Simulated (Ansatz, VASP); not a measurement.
# Two plane-wave programs on Ge

Contents of INCAR:

```
ALGO     = Normal         # electronic algorithm
EDIFF    = 1E-8           # SCF threshold, eV
ENCUT    = 520            # plane-wave cutoff, eV
GGA      = PE             # functional
ISIF     = 2              # what is computed and relaxed
ISMEAR   = -1             # smearing method
LASPH    = T              # aspherical terms in the spheres
LCHARG   = F              # write CHGCAR
LEFG     = T            
LREAL    = F              # projectors in reciprocal space
LWAVE    = F              # write WAVECAR
NBANDS   = 21             # bands
NELM     = 60             # most SCF steps
PREC     = Accurate       # precision mode
SIGMA    = 0.05           # smearing width, eV
```

Contents of KPOINTS:

```
k-points
0
Gamma
  14 14 14
```

File POSCAR:

```
Ge
1.0
    0.0000000000      2.8286750000      2.8286750000
    2.8286750000      0.0000000000      2.8286750000
    2.8286750000      2.8286750000      0.0000000000
Ge
2
Direct
    0.0000000000      0.0000000000      0.0000000000
    0.2500000000      0.2500000000      0.2500000000
```

Input for Ansatz:

```yaml
crystal:
  lattice:
    - [0.0, 2.828675, 2.828675]
    - [2.828675, 0.0, 2.828675]
    - [2.828675, 2.828675, 0.0]
  atoms:
    - { symbol: Ge, position: [0.0, 0.0, 0.0] }
    - { symbol: Ge, position: [0.25, 0.25, 0.25] }
kpoints:
  mp_grid: { grid: [14, 14, 14] }
scf:
  occupations: { method: fermi_dirac, width: 0.05 }
  n_extra_bands: 16
hamiltonian:
  xc: pbe
  pseudopotentials: { kind: paw }
output:
  forces: true
  stress: true
  populations: true
  efg: { quadrupole_moments_barn: { Ge: -0.196 }, contact_densities: true }
```

Alike in both runs: task electric field gradients; functional PBE; k mesh 14 × 14 × 14; occupations fermi-dirac, width 0.05 eV; no spin polarisation.

|  | VASP | Ansatz |
| --- | --- | --- |
| version | VASP 6.6.1 | Ansatz 0.2.0 |
| potentials or method | VASP PAW PBE potentials, release 64 (Ge_d) | plane-wave PAW, scalar-relativistic |
| plane-wave cutoff (eV) | 520 | 420 |
| valence electrons in the cell | 28 | 28 |

Ansatz gave:

| Item | Value |
| --- | --- |
| pressure (GPa) | 3.7 |

Question: Estimate VASP's values.

Answer: Pressure (GPa): 3.6.

With one functional, cell and mesh, what is left measures potentials, basis and numerics.
